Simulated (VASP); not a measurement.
# Ta (I4/mmm) in VASP: further runs, part 2 of 2

VASP 6.6.1. The steps go on from the part before.

## 4. Single point, r2SCAN (strain -0.030 along x and y, +0.030 along z)

POSCAR

```
Ta
1.0
   -1.6017416000      1.6017416000      1.7008184000
    1.6017416000     -1.6017416000      1.7008184000
    1.6017416000      1.6017416000     -1.7008184000
Ta
1
Direct
    0.0000000000      0.0000000000      0.0000000000
```

INCAR.step1

```
PREC = Accurate ; ENCUT = 520
ISMEAR = 0 ; SIGMA = 0.15
LREAL = F ; LASPH = T
NELM = 60 ; NBANDS = 12
GGA = PE ; ALGO = Normal
EDIFF = 1E-4 ; LWAVE = T
LCHARG = F
```

INCAR.step2

```
PREC = Accurate ; ENCUT = 520
EDIFF = 1E-6 ; ISMEAR = 0
SIGMA = 0.15 ; LREAL = F
LASPH = T ; NELM = 60
ALGO = Normal ; ISIF = 2
LWAVE = F ; LCHARG = F
METAGGA = R2SCAN ; LMIXTAU = T
NBANDS = 12 ; ISTART = 1
```

KPOINTS

```
Automatic mesh
0
Gamma
  20 20 20
```

Potentials or basis: VASP PAW PBE potentials, release 64 (Ta_pv).

The run is started by

```
$ cat potpaw_PBE.64/Ta_pv/POTCAR > POTCAR
$ cp INCAR.step1 INCAR
$ mpirun -np 1 vasp_std > vasp.out
$ cp INCAR.step2 INCAR
$ mpirun -np 1 vasp_std > vasp.out
```

OUTCAR:

```text
PREC = Accurate
   ENCUT = 520
   EDIFF = 1E-6
   ISMEAR = 0
   LREAL = F
   LASPH = T
   NELM = 60
   ISIF = 2
   METAGGA = R2SCAN
   ISTART = 1

 ion  position               nearest neighbor table
   1  0.000  0.000  0.000-

  LATTYP: Found a body centered tetragonal cell.
 ALAT       =     3.2034832000
 C/A-ratio  =     1.0618556701

  Lattice vectors:

 A1 = (  -1.6017416000,   1.6017416000,   1.7008184000)
 A2 = (   1.6017416000,  -1.6017416000,   1.7008184000)
 A3 = (   1.6017416000,   1.6017416000,  -1.7008184000)

Analysis of symmetry for initial positions (statically):
=====================================================================
 Subroutine PRICEL returns:
 Original cell was already a primitive cell.

 Routine SETGRP: Setting up the symmetry group for a
 body centered tetragonal supercell.

 Subroutine GETGRP returns: Found 16 space group operations
 (whereof 16 operations were pure point group operations)
 out of a pool of 16 trial point group operations.

The static configuration has the point symmetry D_4h.

Analysis of symmetry for dynamics (positions and initial velocities):
=====================================================================
 Subroutine PRICEL returns:
 Original cell was already a primitive cell.

 Routine SETGRP: Setting up the symmetry group for a
 body centered tetragonal supercell.

 Subroutine GETGRP returns: Found 16 space group operations
 (whereof 16 operations were pure point group operations)
 out of a pool of 16 trial point group operations.

The dynamic configuration has the point symmetry D_4h.

 Subroutine INISYM returns: Found 16 space group operations
 (whereof 16 operations are pure point group operations),
 and found     1 'primitive' translations

----------------------------------------------------------------------------------------

                                     Primitive cell

  volume of cell :      17.4543

  direct lattice vectors                    reciprocal lattice vectors
    -1.601741600  1.601741600  1.700818400     0.000000000  0.312160214  0.293976123
     1.601741600 -1.601741600  1.700818400     0.312160214  0.000000000  0.293976123
     1.601741600  1.601741600 -1.700818400     0.312160214  0.312160214  0.000000000

  length of vectors
     2.832655210  2.832655210  2.832655210     0.428795942  0.428795942  0.441461208

  position of ions in fractional coordinates (direct lattice)
     0.000000000  0.000000000  0.000000000

  ion indices of the primitive-cell ions
   primitive index   ion index
                 1           1

----------------------------------------------------------------------------------------

 KPOINTS: Automatic mesh

Automatic generation of k-mesh.
 Grid dimensions read from file:
 generate k-points for:   20   20   20

 Generating k-lattice:

  Cartesian coordinates                     Fractional coordinates (reciprocal lattice)
     0.000000000  0.015608011  0.014698806     0.050000000  0.000000000  0.000000000
     0.015608011  0.000000000  0.014698806     0.000000000  0.050000000  0.000000000
     0.015608011  0.015608011  0.000000000     0.000000000  0.000000000  0.050000000

  Length of vectors
     0.021439797  0.021439797  0.022073060

  Shift w.r.t. Gamma in fractional coordinates (k-lattice)
     0.000000000  0.000000000  0.000000000

 Subroutine IBZKPT returns following result:
 ===========================================

 Found    641 irreducible k-points:

 Following reciprocal coordinates:
            Coordinates               Weight
  0.000000  0.000000  0.000000      1.000000
  0.050000  0.000000  0.000000      8.000000
  0.100000  0.000000  0.000000      8.000000
  0.150000  0.000000 -0.000000      8.000000
  0.200000  0.000000  0.000000      8.000000
  0.250000  0.000000 -0.000000      8.000000
[... 16 lines left out ...]
 -0.400000  0.050000  0.000000     16.000000
 -0.350000  0.050000  0.000000     16.000000
 [... further k-points ...]
   k-points           NKPTS =    641   k-points in BZ     NKDIM =    641   number of bands    NBANDS=     12
   number of dos      NEDOS =    301   number of ions     NIONS =      1
   total plane-waves  NPLWV =  13824
   dimension x,y,z NGX =    24 NGY =   24 NGZ =   24
   dimension x,y,z NGXF=    48 NGYF=   48 NGZF=   48
   ions per type =               1
   NGX,Y,Z   is equivalent  to a cutoff of  14.09, 14.09, 14.09 a.u.
   NGXF,Y,Z  is equivalent  to a cutoff of  28.17, 28.17, 28.17 a.u.
 SYSTEM =  unknown system
   PREC   = accura    normal or accurate (medium, high low for compatibility)
   ISTART =      1    job   : 0-new  1-cont  2-samecut
   ICHARG =      0    charge: 1-file 2-atom 10-const
   ISPIN  =      1    spin polarized calculation?
   LNONCOLLINEAR =      F non collinear calculations
   LSORBIT =      F    spin-orbit coupling
   LASPH  =      T    aspherical Exc in radial PAW
   ENCUT  =  520.0 eV  38.22 Ry    6.18 a.u.   5.27  5.27  5.27*2*pi/ulx,y,z
   NELM   =     60;   NELMIN=  2; NELMDL=  0     # of ELM steps
   EDIFF  = 0.1E-05   stopping-criterion for ELM
   LREAL  =      F    real-space projection
   EDIFFG = 0.1E-04   stopping-criterion for IOM
   NSW    =      0    number of steps for IOM
   IBRION =     -1    ionic relax: 0-MD 1-quasi-New 2-CG
   NFREE  =      0    steps in history (QN), initial steepest desc. (CG)
   ISIF   =      2    stress and relaxation
   ISYM   =      2    0-nonsym 1-usesym 2-fastsym
   POTIM  = 0.5000    time-step for ionic-motion
   TEBEG  =    0.0;   TEEND  =   0.0 temperature during run
   PSTRESS=    0.0 pullay stress
   NELECT =      11.0000    total number of electrons
   NUPDOWN=      -1.0000    fix difference up-down
   EMIN   =  10.00;   EMAX   =-10.00  energy-range for DOS
   EFERMI =   0.00;   METHOD = LEGACY
   ISMEAR =     0;   SIGMA  =   0.15  broadening in eV -4-tet -1-fermi 0-gaus
   EFERMI_NEDOS =   21; number of points for ismear=-14 and -15
   IALGO  =     38    algorithm
   IMIX   =      4    mixing-type and parameters
     AMIX     =   0.40;   BMIX     =  1.00
     AMIX_MAG =   1.60;   BMIX_MAG =  1.00
  volume/ion in A,a.u.               =      17.45       117.79
  Fermi-wavevector in a.u.,A,eV,Ry     =   1.403583  2.652387 26.804094  1.970045
  Thomas-Fermi vector in A             =   2.526230
   LORBIT       =      0    0 simple, 1 ext, 2 COOP (PROOUT), +10 PAW based schemes
   METAGGA = R2SCAN    functional components
   LHFCALC =     F    Hartree Fock is set to
   AEXX    =    0.0000 exact exchange contribution
   IVDW    =     0    specifies the selected vdW correction
   LEPSILON=     F    determine dielectric tensor
   LRPA    =     F    only Hartree local field effects (RPA)
 non-spin polarized calculation
 Gauss-broadening in eV      SIGMA  =   0.15
  energy-cutoff  :      520.00
  volume of cell :       17.45
 maximum number of plane-waves:       482
 NGX is ok and might be reduce to    24
   NGX = 11   NGY = 11   NGZ = 11

 number of electron      11.0000001 magnetization

 Free energy of the ion-electron system (eV)
  ---------------------------------------------------
  ext. energy  EPLUGINS =         0.00000000
  ---------------------------------------------------
  free energy    TOTEN  =       -48.55433788 eV

  energy without entropy =      -48.54085010  energy(sigma->0) =      -48.54759399

 E-fermi :   5.5934     XC(G=0): -13.9542

 val. band max:        5.5908933505   @ k =  -0.2000   0.3500   0.1000
 cond. band min:       5.5981188644   @ k =   0.3500   0.1500   0.1000
 fundamental gap:      0.0072255139
 Fermi energy:         5.5933665787

 k-point     1 :       0.0000    0.0000    0.0000
  band No.  band energies     occupation
      1     -28.5128      2.00000
      2     -28.5041      2.00000
      3     -28.5041      2.00000
      4      -2.8665      2.00000
      5       6.1883      0.00000
      6       6.1883      0.00000
      7       7.0090      0.00000
      8       9.4281      0.00000
      9      10.5357      0.00000
     10      17.8425      0.00000
     11      20.7790      0.00000
     12      21.9498      0.00000
[... 331 lines left out ...]
 k-point    24 :      -0.3500    0.0500    0.0000
  band No.  band energies     occupation
      1     -29.5359      2.00000
      2     -28.8083      2.00000
      3     -28.5264      2.00000
      4       0.5396      2.00000
      5       4.7508      2.00000
      6       5.3575      1.97383
      7       9.1545      0.00000
      8      10.7123      0.00000
      9      11.0693      0.00000
     10      17.8414      0.00000
     11      20.3267      0.00000
     12      21.2431      0.00000

 [... further k-points ...]

------------------------ aborting loop because EDIFF is reached ----------------------------------------

  FORCE on cell =-STRESS in cart. coord.  units (eV):
  Direction    XX          YY          ZZ          XY          YZ          ZX
  --------------------------------------------------------------------------------------
  -------------------------------------------------------------------------------------
  Total        1.1780214      1.1780214      0.3854139      0.0000000      0.0000000      0.0000000
  in kB      108.1336629    108.1336629     35.3781524      0.0000000      0.0000000      0.0000000
  external PRESSURE =      83.8818260 kB  Pullay stress =       0.0000000 kB

 VOLUME and BASIS-vectors are now :
 -----------------------------------------------------------------------------
  energy-cutoff  :      520.00
  volume of cell :       17.45
      direct lattice vectors                 reciprocal lattice vectors
    -1.601741600  1.601741600  1.700818400     0.000000000  0.312160214  0.293976123
     1.601741600 -1.601741600  1.700818400     0.312160214  0.000000000  0.293976123
     1.601741600  1.601741600 -1.700818400     0.312160214  0.312160214  0.000000000

 POSITION                                       TOTAL-FORCE (eV/Angst)
 -----------------------------------------------------------------------------------
      0.00000      0.00000      0.00000         0.000000      0.000000      0.000000
 -----------------------------------------------------------------------------------
    total drift:                                0.000000      0.000000     -0.000000

  FREE ENERGIE OF THE ION-ELECTRON SYSTEM (eV)
  ---------------------------------------------------
  free  energy   TOTEN  =       -48.5543378838 eV

  energy  without entropy=      -48.5408501042  energy(sigma->0) =      -48.54759399
```

OUTCAR.step1:

```text
PREC = Accurate
   ENCUT = 520
   ISMEAR = 0
   LREAL = F
   LASPH = T
[... 577 lines left out ...]

 POSITION                                       TOTAL-FORCE (eV/Angst)
 -----------------------------------------------------------------------------------
      0.00000      0.00000      0.00000         0.000000      0.000000      0.000000
 -----------------------------------------------------------------------------------
    total drift:                                0.000000      0.000000     -0.000000

  FREE ENERGIE OF THE ION-ELECTRON SYSTEM (eV)
  ---------------------------------------------------
  free  energy   TOTEN  =       -11.7778727209 eV

  energy  without entropy=      -11.7634454644  energy(sigma->0) =      -11.77065909
```

Run time: 2.2 min. Hardware: 1 thread of Intel Xeon 6975P-C (Granite Rapids), shared host; peak memory 0.25 GiB.

Results:

```
Free energy : -48.5543 eV
Pressure    : 8.4 GPa
```

Caveat: the cell differs from its parent crystal (strain -0.030 along x and y, +0.030 along z); the PAW data sets were made with another functional, which shifts forces and pressure a little; spin-orbit coupling is left out, which moves the levels of the heavy elements.

## 5. Summary

| cell | gap on the mesh (eV) | pressure (GPa) |
| --- | --- | --- |
| a = 2.803 Å, angles 109.1, 109.1, 110.3°, 1 atom | none | 15.3 |
| a = 2.818 Å, angles 110.7, 110.7, 107.0°, 1 atom | none | 11.8 |
| a = 2.833 Å, angles 111.1, 111.1, 106.2°, 1 atom | none | 8.4 |

Alike in all rows: task single point; level r2SCAN; potentials or basis VASP PAW PBE potentials, release 64 (Ta_pv); no spin polarisation; k mesh 20 × 20 × 20; cutoff (eV) 520; smearing gaussian 0.15 eV.

Caveats: the PAW data sets were made with another functional, which shifts forces and pressure a little; spin-orbit coupling is left out, which moves the levels of the heavy elements.

Total energies depend on the potentials used, so only differences within one code and one set of settings carry meaning.
